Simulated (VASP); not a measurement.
A run of VASP 6.6.1 is set up as follows.

The input INCAR:

```
PREC     = Accurate       # precision mode
ENCUT    = 520            # plane-wave cutoff, eV
EDIFF    = 1E-8           # SCF threshold, eV
ISMEAR   = 0              # smearing method
SIGMA    = 0.01           # smearing width, eV
LREAL    = F              # projectors in reciprocal space
LASPH    = T              # aspherical terms in the spheres
NELM     = 100            # most SCF steps
ALGO     = Normal         # electronic algorithm
ISIF     = 2              # what is computed and relaxed
LWAVE    = F              # write WAVECAR
LCHARG   = F              # write CHGCAR
GGA      = PS             # functional
LEPSILON = T              # dielectric tensor by DFPT
```

KPOINTS

```
regular mesh
0
Gamma
  13 13 13
```

Contents of POSCAR:

```
BN
1.0
    0.0000000000      3.4953158300      2.1660912400
    1.2516321000      0.0000000000      2.1660912400
    1.2516321000      3.4953158300      0.0000000000
N B
1 1
Direct
    0.6666513400      0.6666513400      0.3333486600
    0.0000486500      0.0000486500      0.9999513500
```

Potentials or basis: VASP PAW PBE potentials, release 64 (N, B).

The run is started by

```bash
$ cat potpaw_PBE.64/N/POTCAR potpaw_PBE.64/B/POTCAR > POTCAR
$ mpirun -np 1 vasp_std > vasp.out
```

Q: Estimate the electronic dielectric tensor (diagonal).

A: 4.65, 2.49, 4.67.

Q: Predict the Born charges (mean of the diagonal).

A: N -2.01; B +2.01 e.

Q: Estimate the band gap on the k mesh.

A: 3.79 eV, indirect (least direct gap 4.59 eV).

Born effective charge tensors (e):
atom 1, N
```
-2.70  0.00  0.00
 0.00 -0.62  0.00
 0.00  0.00 -2.70
```
atom 2, B
```
2.70 0.00 0.00
0.00 0.62 0.00
0.00 0.00 2.70
```

 A hybrid or GW would open this gap; PBEsol tends to underestimate it.
